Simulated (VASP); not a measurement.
# Rb2IrCl6 (P-3m1) in VASP: single point with r2SCAN

Aim: the single point of Rb2IrCl6 with r2SCAN.

Program: VASP 6.6.1. These are calculated values, not measurements. Logs are shortened: lines on timing, memory, paths and dates and some standing lists are left out, and cuts for length are marked.

### Step 1. The cell of the first run

Symmetry: P-3m1, No. 164, trigonal system. Conventional cell: a = 6.922 Å, b = 6.922 Å, c = 5.883 Å, α = 90.00°, β = 90.00°, γ = 120.00°. Ir (site symmetry -3m) has 6 Cl at 2.33 Å within 3.1 Å. Within 4.6 Å of Rb (site symmetry 3m) lie 12 Cl at 3.46 to 3.73 Å and 3 Ir at 4.26 Å. Within 3.1 Å of Cl (site symmetry m) lie 1 Ir at 2.33 Å.

### Step 2. Single point, r2SCAN

Input file POSCAR:

```
Rb2IrCl6
1.0
    3.4609311868      5.9945086571      0.0000000000
   -3.4609311868      5.9945086571      0.0000000000
    0.0000000000      0.0000000000      5.8827833653
Ir Rb Cl
1 2 6
Direct
    0.0000000000      0.0000000000      0.5000000000
    0.6666666667      0.6666666667      0.2516369081
    0.3333333333      0.3333333333      0.7483630919
    0.1598334194      0.1598334194      0.2740740024
    0.6803331612      0.1598334194      0.2740740024
    0.1598334194      0.6803331612      0.2740740024
    0.3196668388      0.8401665806      0.7259259976
    0.8401665806      0.8401665806      0.7259259976
    0.8401665806      0.3196668388      0.7259259976
```

Input file INCAR.step1:

```
PREC = Accurate
ENCUT = 520
ISMEAR = -1
SIGMA = 0.1036
LREAL = F
LASPH = T
NELM = 100
NBANDS = 44
GGA = PE
ALGO = Normal
EDIFF = 1E-4
LWAVE = T
LCHARG = F
```

Input file INCAR.step2:

```
PREC = Accurate
ENCUT = 520
EDIFF = 1E-6
ISMEAR = -1
SIGMA = 0.1036
LREAL = F
LASPH = T
NELM = 100
ALGO = Normal
ISIF = 2
LWAVE = F
LCHARG = F
METAGGA = R2SCAN
LMIXTAU = T
NBANDS = 44
ISTART = 1
```

Input file KPOINTS:

```
Automatic mesh
0
Gamma
  5 5 6
```

Potentials or basis: VASP PAW PBE potentials, release 64 (Ir, Rb_sv, Cl).

Run with:

```bash
> cat potpaw_PBE.64/Ir/POTCAR potpaw_PBE.64/Rb_sv/POTCAR potpaw_PBE.64/Cl/POTCAR > POTCAR
> cp INCAR.step1 INCAR
> mpirun -np 1 vasp_std > vasp.out
> cp INCAR.step2 INCAR
> mpirun -np 1 vasp_std > vasp.out
```

OUTCAR:

```text
PREC = Accurate
   ENCUT = 520
   EDIFF = 1E-6
   ISMEAR = -1
   LREAL = F
   LASPH = T
   NELM = 100
   ISIF = 2
   METAGGA = R2SCAN
   ISTART = 1

 ion  position               nearest neighbor table
   1  0.000  0.000  0.500-   5 2.33   6 2.33   7 2.33   9 2.33   8 2.33   4 2.33   2 4.26   3 4.26
                             2 4.26   2 4.26   3 4.26   3 4.26
   2  0.667  0.667  0.252-   5 3.46   6 3.46   4 3.46   4 3.46   5 3.46   6 3.46   8 3.48   7 3.48
                             9 3.48   8 3.73   7 3.73   9 3.73   1 4.26   1 4.26   1 4.26   3 4.95
   3  0.333  0.333  0.748-   7 3.46   9 3.46   8 3.46   8 3.46   7 3.46   9 3.46   4 3.48   5 3.48
                             6 3.48   4 3.73   6 3.73   5 3.73   1 4.26   1 4.26   1 4.26   2 4.95
   4  0.160  0.160  0.274-   1 2.33   2 3.46   2 3.46   3 3.48   3 3.73
   5  0.680  0.160  0.274-   1 2.33   2 3.46   2 3.46   3 3.48   3 3.73
   6  0.160  0.680  0.274-   1 2.33   2 3.46   2 3.46   3 3.48   3 3.73
   7  0.320  0.840  0.726-   1 2.33   3 3.46   3 3.46   2 3.48   2 3.73
   8  0.840  0.840  0.726-   1 2.33   3 3.46   3 3.46   2 3.48   2 3.73
   9  0.840  0.320  0.726-   1 2.33   3 3.46   3 3.46   2 3.48   2 3.73

  LATTYP: Found a hexagonal cell.
 ALAT       =     6.9218623737
 C/A-ratio  =     0.8498844744

  Lattice vectors:

 A1 = (   3.4609311868,  -5.9945086571,   0.0000000000)
 A2 = (   3.4609311868,   5.9945086571,   0.0000000000)
 A3 = (   0.0000000000,   0.0000000000,   5.8827833653)

Analysis of symmetry for initial positions (statically):
=====================================================================
 Subroutine PRICEL returns:
 Original cell was already a primitive cell.

 Routine SETGRP: Setting up the symmetry group for a
 hexagonal supercell.

 Subroutine GETGRP returns: Found 12 space group operations
 (whereof 12 operations were pure point group operations)
 out of a pool of 24 trial point group operations.

The static configuration has the point symmetry D_3d.

Analysis of symmetry for dynamics (positions and initial velocities):
=====================================================================
 Subroutine PRICEL returns:
 Original cell was already a primitive cell.

 Routine SETGRP: Setting up the symmetry group for a
 hexagonal supercell.

 Subroutine GETGRP returns: Found 12 space group operations
 (whereof 12 operations were pure point group operations)
 out of a pool of 24 trial point group operations.

The dynamic configuration has the point symmetry D_3d.

 Subroutine INISYM returns: Found 12 space group operations
 (whereof 12 operations are pure point group operations),
 and found     1 'primitive' translations

----------------------------------------------------------------------------------------

                                     Primitive cell

  volume of cell :     244.0953

  direct lattice vectors                    reciprocal lattice vectors
     3.460931187  5.994508657  0.000000000     0.144469789  0.083409672  0.000000000
    -3.460931187  5.994508657  0.000000000    -0.144469789  0.083409672  0.000000000
     0.000000000  0.000000000  5.882783365     0.000000000  0.000000000  0.169987562

  length of vectors
     6.921862374  6.921862374  5.882783365     0.166819344  0.166819344  0.169987562

  position of ions in fractional coordinates (direct lattice)
     0.000000000  0.000000000  0.500000000
     0.666666667  0.666666667  0.251636908
     0.333333333  0.333333333  0.748363092
     0.159833419  0.159833419  0.274074002
     0.680333161  0.159833419  0.274074002
     0.159833419  0.680333161  0.274074002
     0.319666839  0.840166581  0.725925998
     0.840166581  0.840166581  0.725925998
     0.840166581  0.319666839  0.725925998

  ion indices of the primitive-cell ions
   primitive index   ion index
                 1           1
                 2           2
                 3           3
                 4           4
                 5           5
                 6           6
                 7           7
                 8           8
                 9           9

----------------------------------------------------------------------------------------

 KPOINTS: Automatic mesh

Automatic generation of k-mesh.
 Grid dimensions read from file:
 generate k-points for:    5    5    6

 Generating k-lattice:

  Cartesian coordinates                     Fractional coordinates (reciprocal lattice)
     0.028893958  0.016681934  0.000000000     0.200000000  0.000000000  0.000000000
    -0.028893958  0.016681934  0.000000000     0.000000000  0.200000000  0.000000000
     0.000000000  0.000000000  0.028331260     0.000000000  0.000000000  0.166666667

  Length of vectors
     0.033363869  0.033363869  0.028331260

  Shift w.r.t. Gamma in fractional coordinates (k-lattice)
     0.000000000  0.000000000  0.000000000

 Subroutine IBZKPT returns following result:
 ===========================================

 Found     24 irreducible k-points:

 Following reciprocal coordinates:
            Coordinates               Weight
  0.000000  0.000000  0.000000      1.000000
  0.200000  0.000000  0.000000      6.000000
  0.400000  0.000000  0.000000      6.000000
  0.400000  0.200000  0.000000      6.000000
 -0.400000  0.200000  0.000000      6.000000
  0.000000  0.000000  0.166667      2.000000
[... 16 lines left out ...]
  0.400000  0.200000  0.500000      6.000000
 -0.400000  0.200000  0.500000      6.000000
   k-points           NKPTS =     24   k-points in BZ     NKDIM =     24   number of bands    NBANDS=     44
   number of dos      NEDOS =    301   number of ions     NIONS =      9
   total plane-waves  NPLWV = 139968
   dimension x,y,z NGX =    54 NGY =   54 NGZ =   48
   dimension x,y,z NGXF=   108 NGYF=  108 NGZF=   96
   ions per type =               1   2   6
   NGX,Y,Z   is equivalent  to a cutoff of  12.97, 12.97, 13.56 a.u.
   NGXF,Y,Z  is equivalent  to a cutoff of  25.94, 25.94, 27.13 a.u.
 SYSTEM =  unknown system
   PREC   = accura    normal or accurate (medium, high low for compatibility)
   ISTART =      1    job   : 0-new  1-cont  2-samecut
   ICHARG =      0    charge: 1-file 2-atom 10-const
   ISPIN  =      1    spin polarized calculation?
   LNONCOLLINEAR =      F non collinear calculations
   LSORBIT =      F    spin-orbit coupling
   LASPH  =      T    aspherical Exc in radial PAW
   ENCUT  =  520.0 eV  38.22 Ry    6.18 a.u.  12.87 12.87 10.94*2*pi/ulx,y,z
   NELM   =    100;   NELMIN=  2; NELMDL=  0     # of ELM steps
   EDIFF  = 0.1E-05   stopping-criterion for ELM
   LREAL  =      F    real-space projection
   EDIFFG = 0.1E-04   stopping-criterion for IOM
   NSW    =      0    number of steps for IOM
   IBRION =     -1    ionic relax: 0-MD 1-quasi-New 2-CG
   NFREE  =      0    steps in history (QN), initial steepest desc. (CG)
   ISIF   =      2    stress and relaxation
   ISYM   =      2    0-nonsym 1-usesym 2-fastsym
   POTIM  = 0.5000    time-step for ionic-motion
   TEBEG  =    0.0;   TEEND  =   0.0 temperature during run
   PSTRESS=    0.0 pullay stress
   NELECT =      69.0000    total number of electrons
   NUPDOWN=      -1.0000    fix difference up-down
   EMIN   =  10.00;   EMAX   =-10.00  energy-range for DOS
   EFERMI =   0.00;   METHOD = LEGACY
   ISMEAR =    -1;   SIGMA  =   0.10  broadening in eV -4-tet -1-fermi 0-gaus
   EFERMI_NEDOS =   21; number of points for ismear=-14 and -15
   IALGO  =     38    algorithm
   IMIX   =      4    mixing-type and parameters
     AMIX     =   0.40;   BMIX     =  1.00
     AMIX_MAG =   1.60;   BMIX_MAG =  1.00
  volume/ion in A,a.u.               =      27.12       183.03
  Fermi-wavevector in a.u.,A,eV,Ry     =   1.074413  2.030347 15.706076  1.154364
  Thomas-Fermi vector in A             =   2.210241
   LORBIT       =      0    0 simple, 1 ext, 2 COOP (PROOUT), +10 PAW based schemes
   METAGGA = R2SCAN    functional components
   LHFCALC =     F    Hartree Fock is set to
   AEXX    =    0.0000 exact exchange contribution
   IVDW    =     0    specifies the selected vdW correction
   LEPSILON=     F    determine dielectric tensor
   LRPA    =     F    only Hartree local field effects (RPA)
 non-spin polarized calculation
  energy-cutoff  :      520.00
  volume of cell :      244.10
 maximum number of plane-waves:      6610
 NGX is ok and might be reduce to    54
   NGX = 25   NGY = 25   NGZ = 21

 number of electron      69.0000000 magnetization

 Free energy of the ion-electron system (eV)
  ---------------------------------------------------
  ext. energy  EPLUGINS =         0.00000000
  ---------------------------------------------------
  free energy    TOTEN  =      -129.14637298 eV

  energy without entropy =     -128.93044924  energy(sigma->0) =     -129.03841111

 E-fermi :   0.5381     XC(G=0):  -8.9286

 val. band max:        0.5370146271   @ k =  -0.4000   0.2000   0.3333
 cond. band min:       0.5479749654   @ k =   0.4000   0.0000   0.0000
 fundamental gap:      0.0109603382
 Fermi energy:         0.5381380013

 k-point     1 :       0.0000    0.0000    0.0000
  band No.  band energies     occupation
      1     -25.4697      2.00000
      2     -25.4627      2.00000
      3     -15.1279      2.00000
      4     -14.2398      2.00000
      5     -14.2398      2.00000
      6     -14.2296      2.00000
[... 36 lines left out ...]
     43       8.2990      0.00000
     44       8.3119      0.00000

 k-point     2 :       0.2000    0.0000    0.0000
  band No.  band energies     occupation
      1     -25.4690      2.00000
      2     -25.4632      2.00000
      3     -15.1043      2.00000
      4     -14.3034      2.00000
      5     -14.2733      2.00000
      6     -14.2484      2.00000
[... 36 lines left out ...]
     43       8.5297      0.00000
     44       8.5613      0.00000

 k-point     3 :       0.4000    0.0000    0.0000
  band No.  band energies     occupation
      1     -25.4675      2.00000
      2     -25.4645      2.00000
      3     -15.0606      2.00000
      4     -14.3721      2.00000
      5     -14.3200      2.00000
      6     -14.2585      2.00000
[... 36 lines left out ...]
     43       9.0230      0.00000
     44       9.2937      0.00000

 k-point     4 :       0.4000    0.2000    0.0000
  band No.  band energies     occupation
      1     -25.4679      2.00000
      2     -25.4642      2.00000
      3     -15.0693      2.00000
      4     -14.3432      2.00000
      5     -14.3394      2.00000
      6     -14.2380      2.00000
[... 882 lines left out ...]
     43       8.6550      0.00000
     44       8.7268      0.00000

 k-point    23 :       0.4000    0.2000    0.5000
  band No.  band energies     occupation
      1     -25.4659      2.00000
      2     -25.4655      2.00000
      3     -14.9625      2.00000
      4     -14.4035      2.00000
      5     -14.3159      2.00000
      6     -14.2517      2.00000
[... 36 lines left out ...]
     43       8.5380      0.00000
     44       8.7513      0.00000

 k-point    24 :      -0.4000    0.2000    0.5000
  band No.  band energies     occupation
      1     -25.4657      2.00000
      2     -25.4655      2.00000
      3     -14.9328      2.00000
      4     -14.3985      2.00000
      5     -14.3737      2.00000
      6     -14.2524      2.00000
[... 36 lines left out ...]
     43       8.8965      0.00000
     44       9.0435      0.00000

------------------------ aborting loop because EDIFF is reached ----------------------------------------

  FORCE on cell =-STRESS in cart. coord.  units (eV):
  Direction    XX          YY          ZZ          XY          YZ          ZX
  --------------------------------------------------------------------------------------
  -------------------------------------------------------------------------------------
  Total        0.2438789      0.2438789      0.2192435      0.0000000     -0.0000000     -0.0000000
  in kB        1.6007568      1.6007568      1.4390569      0.0000000     -0.0000000     -0.0000000
  external PRESSURE =       1.5468568 kB  Pullay stress =       0.0000000 kB

 VOLUME and BASIS-vectors are now :
 -----------------------------------------------------------------------------
  energy-cutoff  :      520.00
  volume of cell :      244.10
      direct lattice vectors                 reciprocal lattice vectors
     3.460931187  5.994508657  0.000000000     0.144469789  0.083409672  0.000000000
    -3.460931187  5.994508657  0.000000000    -0.144469789  0.083409672  0.000000000
     0.000000000  0.000000000  5.882783365     0.000000000  0.000000000  0.169987562

 POSITION                                       TOTAL-FORCE (eV/Angst)
 -----------------------------------------------------------------------------------
      0.00000      0.00000      2.94139         0.000000     -0.000000      0.000000
      0.00000      7.99268      1.48033         0.000000     -0.000000      0.010165
      0.00000      3.99634      4.40246        -0.000000     -0.000000     -0.010165
      0.00000      1.91625      1.61232         0.000000      0.045894     -0.031372
      1.80141      5.03639      1.61232        -0.039745     -0.022947     -0.031372
     -1.80141      5.03639      1.61232         0.039745     -0.022947     -0.031372
     -1.80141      6.95263      4.27047         0.039745      0.022947      0.031372
      0.00000     10.07277      4.27047         0.000000     -0.045894      0.031372
      1.80141      6.95263      4.27047        -0.039745      0.022947      0.031372
 -----------------------------------------------------------------------------------
    total drift:                                0.000000      0.000000      0.000000

  FREE ENERGIE OF THE ION-ELECTRON SYSTEM (eV)
  ---------------------------------------------------
  free  energy   TOTEN  =      -129.1463729843 eV

  energy  without entropy=     -128.9304492449  energy(sigma->0) =     -129.03841111
```

Run time: 18 min. Hardware: 1 thread of Intel Xeon Platinum 8259CL at 2.50GHz (Skylake/Cascade Lake), shared host; peak memory 0.54 GiB.

What came out:

- Free energy: -129.1464 eV
- Pressure: 0.2 GPa
- Largest force: 0.056 eV/Å
- Band gap on the k mesh: zero (an odd number of electrons rules out a gap without spin polarisation)

Forces on the atoms (eV/Å):
```
Ir   0.000  0.000  0.000
Rb   0.000  0.000  0.010
Rb   0.000  0.000 -0.010
Cl   0.000  0.046 -0.031
Cl  -0.040 -0.023 -0.031
Cl   0.040 -0.023 -0.031
Cl   0.040  0.023  0.031
Cl   0.000 -0.046  0.031
Cl  -0.040  0.023  0.031
```

Caveat: the PAW data sets were made with another functional, which shifts forces and pressure a little; spin-orbit coupling is left out, which moves the levels of the heavy elements; an odd number of electrons without spin polarisation forces a metal; a magnetic or distorted state may lie lower.
